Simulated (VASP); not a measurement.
# Ge in VASP: single point with LDA

Aim: the single point of Ge with LDA.

Program: VASP 6.6.1. These are calculated values, not measurements. Logs are shortened: lines on timing, memory, paths and dates and some standing lists are left out, and cuts for length are marked.

## Step 1: The cell of the first run

The cell holds a slab with vacuum, 10 atoms: a = 3.975 Å, b = 3.975 Å, c = 26.649 Å, α = 90.00°, β = 90.00°, γ = 90.00°.

## Step 2: Single point, LDA

The input, INCAR:

```
SYSTEM = Ge
ALGO = Normal
DIPOL = 0.5 0.5 0.500
EDIFF = 1E-6
ENCUT = 520
GGA = CA
IDIPOL = 3
ISIF = 2
ISMEAR = 0
LASPH = .TRUE.
LCHARG = .TRUE.
LDIPOL = .TRUE.
LELF = .TRUE.
LREAL = .FALSE.
LVACPOTAV = .TRUE.
LVHAR = .TRUE.
LWAVE = .FALSE.
NBANDS = 81
NELM = 100
PREC = Accurate
SIGMA = 0.03
```

The input, KPOINTS:

```
k-points
0
G
  8 8 1
  0 0 0
```

The input, POSCAR:

```
Ge
1.0
    3.9752694413      0.0000000000      0.0000000000
    0.0000000000      3.9752694413      0.0000000000
    0.0000000000      0.0000000000     26.6492299595
Ge
10
Direct
    0.0000000000      0.0000000000      0.2608822395
    0.0000000000      0.5000000000      0.3150013884
    0.5000000000      0.5000000000      0.3676176699
    0.5000000000      1.0000000000      0.4206524405
    0.0000000000      0.0000000000      0.4733622748
    0.0000000000      0.5000000000      0.5266377020
    0.5000000000      0.5000000000      0.5793475496
    0.5000000000      0.0000000000      0.6323823272
    0.0000000000      0.0000000000      0.6849986198
    1.0000000000      0.5000000000      0.7391177883
```

Potentials or basis: VASP PAW LDA potentials, release 64 (Ge_d).

Started as:

```bash
$ cat potpaw_LDA.64/Ge_d/POTCAR > POTCAR
$ mpirun -np 1 vasp_std > vasp.out
```

OUTCAR:

```text
SYSTEM = Ge
   EDIFF = 1E-6
   ENCUT = 520
   GGA = CA
   ISIF = 2
   ISMEAR = 0
   LASPH = .TRUE.
   LREAL = .FALSE.
   NELM = 100
   PREC = Accurate

 ion  position               nearest neighbor table
   1  0.000  0.000  0.261-   2 2.46   2 2.46
   2  0.000  0.500  0.315-   3 2.43   3 2.43   1 2.46   1 2.46
   3  0.500  0.500  0.368-   2 2.43   2 2.43   4 2.44   4 2.44
   4  0.500  0.000  0.421-   5 2.43   5 2.43   3 2.44   3 2.44
   5  0.000  0.000  0.473-   4 2.43   4 2.43   6 2.44   6 2.44
   6  0.000  0.500  0.527-   7 2.43   7 2.43   5 2.44   5 2.44
   7  0.500  0.500  0.579-   6 2.43   6 2.43   8 2.44   8 2.44
   8  0.500  0.000  0.632-   9 2.43   9 2.43   7 2.44   7 2.44
   9  0.000  0.000  0.685-   8 2.43   8 2.43  10 2.46  10 2.46
  10  0.000  0.500  0.739-   9 2.46   9 2.46

  LATTYP: Found a simple tetragonal cell.
 ALAT       =     3.9752694413
 C/A-ratio  =     6.7037543877

  Lattice vectors:

 A1 = (   3.9752694413,   0.0000000000,   0.0000000000)
 A2 = (   0.0000000000,   3.9752694413,   0.0000000000)
 A3 = (   0.0000000000,   0.0000000000,  26.6492299595)

Analysis of symmetry for initial positions (statically):
=====================================================================
 Subroutine PRICEL returns:
 Original cell was already a primitive cell.

 Routine SETGRP: Setting up the symmetry group for a
 simple tetragonal supercell.

 Subroutine GETGRP returns: Found  8 space group operations
 (whereof  4 operations were pure point group operations)
 out of a pool of 16 trial point group operations.

The static configuration has the point symmetry C_2v.
 The point group associated with its full space group is D_2h.

Analysis of symmetry for dynamics (positions and initial velocities):
=====================================================================
 Subroutine PRICEL returns:
 Original cell was already a primitive cell.

 Routine SETGRP: Setting up the symmetry group for a
 simple tetragonal supercell.

 Subroutine GETGRP returns: Found  8 space group operations
 (whereof  4 operations were pure point group operations)
 out of a pool of 16 trial point group operations.

The dynamic configuration has the point symmetry C_2v.
 The point group associated with its full space group is D_2h.

 Subroutine INISYM returns: Found  8 space group operations
 (whereof  4 operations are pure point group operations),
 and found     1 'primitive' translations

----------------------------------------------------------------------------------------

                                     Primitive cell

  volume of cell :     421.1316

  direct lattice vectors                    reciprocal lattice vectors
     3.975269441  0.000000000  0.000000000     0.251555276  0.000000000  0.000000000
     0.000000000  3.975269441  0.000000000     0.000000000  0.251555276  0.000000000
     0.000000000  0.000000000 26.649229960     0.000000000  0.000000000  0.037524536

  length of vectors
     3.975269441  3.975269441 26.649229960     0.251555276  0.251555276  0.037524536

  position of ions in fractional coordinates (direct lattice)
     0.000000000  0.000000000  0.260882239
     0.000000000  0.500000000  0.315001388
     0.500000000  0.500000000  0.367617670
     0.500000000  0.000000000  0.420652440
     0.000000000  0.000000000  0.473362275
     0.000000000  0.500000000  0.526637702
     0.500000000  0.500000000  0.579347550
     0.500000000  0.000000000  0.632382327
     0.000000000  0.000000000  0.684998620
     0.000000000  0.500000000  0.739117788

  ion indices of the primitive-cell ions
   primitive index   ion index
                 1           1
                 2           2
                 3           3
                 4           4
                 5           5
                 6           6
                 7           7
                 8           8
                 9           9
                10          10

----------------------------------------------------------------------------------------

 KPOINTS: k-points

Automatic generation of k-mesh.
 Grid dimensions read from file:
 generate k-points for:    8    8    1

 Generating k-lattice:

  Cartesian coordinates                     Fractional coordinates (reciprocal lattice)
     0.031444409  0.000000000  0.000000000     0.125000000  0.000000000  0.000000000
     0.000000000  0.031444409  0.000000000     0.000000000  0.125000000  0.000000000
     0.000000000  0.000000000  0.037524536     0.000000000  0.000000000  1.000000000

  Length of vectors
     0.031444409  0.031444409  0.037524536

  Shift w.r.t. Gamma in fractional coordinates (k-lattice)
     0.000000000  0.000000000  0.000000000

 Subroutine IBZKPT returns following result:
 ===========================================

 Found     25 irreducible k-points:

 Following reciprocal coordinates:
            Coordinates               Weight
  0.000000  0.000000  0.000000      1.000000
  0.125000  0.000000  0.000000      2.000000
  0.000000  0.125000  0.000000      2.000000
  0.250000  0.000000  0.000000      2.000000
  0.000000  0.250000  0.000000      2.000000
  0.375000  0.000000  0.000000      2.000000
[... 16 lines left out ...]
  0.500000  0.375000  0.000000      2.000000
 -0.375000  0.500000  0.000000      2.000000
   k-points           NKPTS =     25   k-points in BZ     NKDIM =     25   number of bands    NBANDS=     81
   number of dos      NEDOS =    301   number of ions     NIONS =     10
   total plane-waves  NPLWV = 180000
   dimension x,y,z NGX =    30 NGY =   30 NGZ =  200
   dimension x,y,z NGXF=    60 NGYF=   60 NGZF=  400
   ions per type =              10
   NGX,Y,Z   is equivalent  to a cutoff of  12.55, 12.55, 12.48 a.u.
   NGXF,Y,Z  is equivalent  to a cutoff of  25.09, 25.09, 24.95 a.u.
 SYSTEM =  Ge
   PREC   = accura    normal or accurate (medium, high low for compatibility)
   ISTART =      0    job   : 0-new  1-cont  2-samecut
   ICHARG =      2    charge: 1-file 2-atom 10-const
   ISPIN  =      1    spin polarized calculation?
   LNONCOLLINEAR =      F non collinear calculations
   LSORBIT =      F    spin-orbit coupling
   LASPH  =      T    aspherical Exc in radial PAW
   ENCUT  =  520.0 eV  38.22 Ry    6.18 a.u.   7.39  7.39 49.55*2*pi/ulx,y,z
   NELM   =    100;   NELMIN=  2; NELMDL= -5     # of ELM steps
   EDIFF  = 0.1E-05   stopping-criterion for ELM
   LREAL  =      F    real-space projection
   EDIFFG = 0.1E-04   stopping-criterion for IOM
   NSW    =      0    number of steps for IOM
   IBRION =     -1    ionic relax: 0-MD 1-quasi-New 2-CG
   NFREE  =      0    steps in history (QN), initial steepest desc. (CG)
   ISIF   =      2    stress and relaxation
   ISYM   =      2    0-nonsym 1-usesym 2-fastsym
   POTIM  = 0.5000    time-step for ionic-motion
   TEBEG  =    0.0;   TEEND  =   0.0 temperature during run
   PSTRESS=    0.0 pullay stress
   NELECT =     140.0000    total number of electrons
   NUPDOWN=      -1.0000    fix difference up-down
   EMIN   =  10.00;   EMAX   =-10.00  energy-range for DOS
   EFERMI =   0.00;   METHOD = LEGACY
   ISMEAR =     0;   SIGMA  =   0.03  broadening in eV -4-tet -1-fermi 0-gaus
   EFERMI_NEDOS =   21; number of points for ismear=-14 and -15
   IALGO  =     38    algorithm
   IMIX   =      4    mixing-type and parameters
     AMIX     =   0.40;   BMIX     =  1.00
     AMIX_MAG =   1.60;   BMIX_MAG =  1.00
  volume/ion in A,a.u.               =      42.11       284.19
  Fermi-wavevector in a.u.,A,eV,Ry     =   1.134083  2.143106 17.499060  1.286145
  Thomas-Fermi vector in A             =   2.270787
   LORBIT       =      0    0 simple, 1 ext, 2 COOP (PROOUT), +10 PAW based schemes
   GGA     = CA    functional components
   LHFCALC =     F    Hartree Fock is set to
   AEXX    =    0.0000 exact exchange contribution
   IVDW    =     0    specifies the selected vdW correction
   LEPSILON=     F    determine dielectric tensor
   LRPA    =     F    only Hartree local field effects (RPA)
 non-spin polarized calculation
 Gauss-broadening in eV      SIGMA  =   0.03
  energy-cutoff  :      520.00
  volume of cell :      421.13
 maximum number of plane-waves:     11419
 NGX is ok and might be reduce to    30
   NGX = 15   NGY = 15   NGZ = 99

 dipolmoment           0.000000      0.000000     -0.000000 electrons x Angstroem

 number of electron     139.9999979 magnetization

 dipolmoment           0.000000      0.000000      0.000021 electrons x Angstroem

 Free energy of the ion-electron system (eV)
  ---------------------------------------------------
  ext. energy  EPLUGINS =         0.00000000
  ---------------------------------------------------
  free energy    TOTEN  =       -48.48812574 eV

  energy without entropy =      -48.48208171  energy(sigma->0) =      -48.48510372

 E-fermi :  -0.2044     XC(G=0):  -6.1935

 val. band max:       -0.2060681539   @ k =   0.2500   0.0000   0.0000
 cond. band min:      -0.1984936070   @ k =   0.0000   0.2500   0.0000
 fundamental gap:      0.0075745469
 Fermi energy:        -0.2044354955

 k-point     1 :       0.0000    0.0000    0.0000
  band No.  band energies     occupation
      1     -24.8842      2.00000
      2     -24.8672      2.00000
      3     -24.8465      2.00000
      4     -24.8424      2.00000
      5     -24.8288      2.00000
      6     -24.8203      2.00000
[... 73 lines left out ...]
     80       2.6639      0.00000
     81       2.7409      0.00000

 k-point     2 :       0.1250    0.0000    0.0000
  band No.  band energies     occupation
      1     -24.8851      2.00000
      2     -24.8753      2.00000
      3     -24.8504      2.00000
      4     -24.8378      2.00000
      5     -24.8220      2.00000
      6     -24.8213      2.00000
[... 73 lines left out ...]
     80       3.0250      0.00000
     81       3.3814      0.00000
[... 1762 lines left out ...]
     80       4.0662      0.00000
     81       4.6247      0.00000

 k-point    24 :      -0.3750    0.5000    0.0000
  band No.  band energies     occupation
      1     -24.8897      2.00000
      2     -24.8897      2.00000
      3     -24.8659      2.00000
      4     -24.8659      2.00000
      5     -24.8051      2.00000
      6     -24.8050      2.00000
[... 73 lines left out ...]
     80       3.4704      0.00000
     81       4.9916      0.00000

 [... further k-points ...]
[... 5 lines left out ...]
  --------------------------------------------------------------------------------------
  -------------------------------------------------------------------------------------
  Total       -2.7653092     -0.8768163      0.1339965      0.0000000      0.0000000      0.0000000
  in kB      -10.5205023     -3.3358106      0.5097842      0.0000000      0.0000000      0.0000000
  external PRESSURE =      -4.4488429 kB  Pullay stress =       0.0000000 kB

 VOLUME and BASIS-vectors are now :
 -----------------------------------------------------------------------------
  energy-cutoff  :      520.00
  volume of cell :      421.13
      direct lattice vectors                 reciprocal lattice vectors
     3.975269441  0.000000000  0.000000000     0.251555276  0.000000000  0.000000000
     0.000000000  3.975269441  0.000000000     0.000000000  0.251555276  0.000000000
     0.000000000  0.000000000 26.649229960     0.000000000  0.000000000  0.037524536

 POSITION                                       TOTAL-FORCE (eV/Angst)
 -----------------------------------------------------------------------------------
      0.00000      0.00000      6.95231         0.000000      0.000000     -0.014174
      0.00000      1.98763      8.39454         0.000000      0.000000     -0.005013
      1.98763      1.98763      9.79673         0.000000      0.000000      0.002836
      1.98763      0.00000     11.21006         0.000000      0.000000      0.001344
      0.00000      0.00000     12.61474         0.000000      0.000000      0.005673
      0.00000      1.98763     14.03449         0.000000      0.000000     -0.005673
      1.98763      1.98763     15.43917         0.000000      0.000000     -0.001344
      1.98763      0.00000     16.85250         0.000000      0.000000     -0.002836
      0.00000      0.00000     18.25469         0.000000      0.000000      0.005013
      0.00000      1.98763     19.69692         0.000000      0.000000      0.014174
 -----------------------------------------------------------------------------------
    total drift:                                0.000000      0.000000      0.004351

  FREE ENERGIE OF THE ION-ELECTRON SYSTEM (eV)
  ---------------------------------------------------
  free  energy   TOTEN  =       -48.4881257366 eV

  energy  without entropy=      -48.4820817061  energy(sigma->0) =      -48.48510372

 vacuum level on the upper side and lower side of the slab         5.171         5.171
```

It took 13 min on 1 thread of AMD EPYC 9R45 (Zen 5), shared host; peak memory 0.66 GiB.

Results:

```yaml
Free_energy: -48.4881 eV
Largest_force: 0.014 eV/Å
Band_gap_on_the_k_mesh: zero (band 70 reaches 0.38 eV, above the bottom of band 71 at -0.62 eV)
```

Forces on the atoms (eV/Å):
```
Ge   0.000  0.000 -0.014
Ge   0.000  0.000 -0.005
Ge   0.000  0.000  0.003
Ge   0.000  0.000  0.001
Ge   0.000  0.000  0.006
Ge   0.000  0.000 -0.006
Ge   0.000  0.000 -0.001
Ge   0.000  0.000 -0.003
Ge   0.000  0.000  0.005
Ge   0.000  0.000  0.014
```
